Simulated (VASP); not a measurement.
Set up this calculation in VASP 6.6.1, as the native input.

```yaml
Task: single point
Functional: PBE
Potentials_or_basis: VASP PAW PBE potentials, release 64 (Ti_sv, Al)
Cutoff: 500 eV
k_mesh: 7 × 7 × 7
Occupations: fermi-dirac, width 0.05 eV
Spin: no spin polarisation
Dipole_correction: no
Further_INCAR_settings: ALGO = Normal; EDIFF = 1e-06; NBANDS = 28
```

The structure of Ti3Al lies in POSCAR:

```
Ti3Al
1.0
    0.0000000000      3.2531841469      3.2531841469
    3.2531841469      0.0000000000      3.2531841469
    3.2531841469      3.2531841469      0.0000000000
Ti Al
3 1
Direct
    0.0000000000      0.0000000000      0.0000000000
    0.2500000000      0.2500000000      0.2500000000
    0.7500000000      0.7500000000      0.7500000000
    0.5000000000      0.5000000000      0.5000000000
```

One way to write it, as run:

INCAR

```
ALGO = Normal ; EDIFF = 1E-6
ENCUT = 500 ; GGA = PE
GGA_COMPAT = F ; ISIF = 2
ISMEAR = -1 ; LASPH = T
LCHARG = F ; LREAL = F
LWAVE = F ; NBANDS = 28
NELM = 120 ; PREC = Accurate
SIGMA = 0.05
```

KPOINTS

```
k-points
0
Gamma
  7 7 7
```

Potentials or basis: VASP PAW PBE potentials, release 64 (Ti_sv, Al).

Run with:

```console
$ cat potpaw_PBE.64/Ti_sv/POTCAR potpaw_PBE.64/Al/POTCAR > POTCAR
$ mpirun -np 1 vasp_std > vasp.out
```

It gave:

```
Pressure : -3.2 GPa
```

Wall time 62 s on 1 thread of Intel(R) Xeon(R) Platinum 8259CL CPU @ 2.50GHz (Skylake/Cascade Lake), with other jobs on the host, peak memory 0.2 GiB.
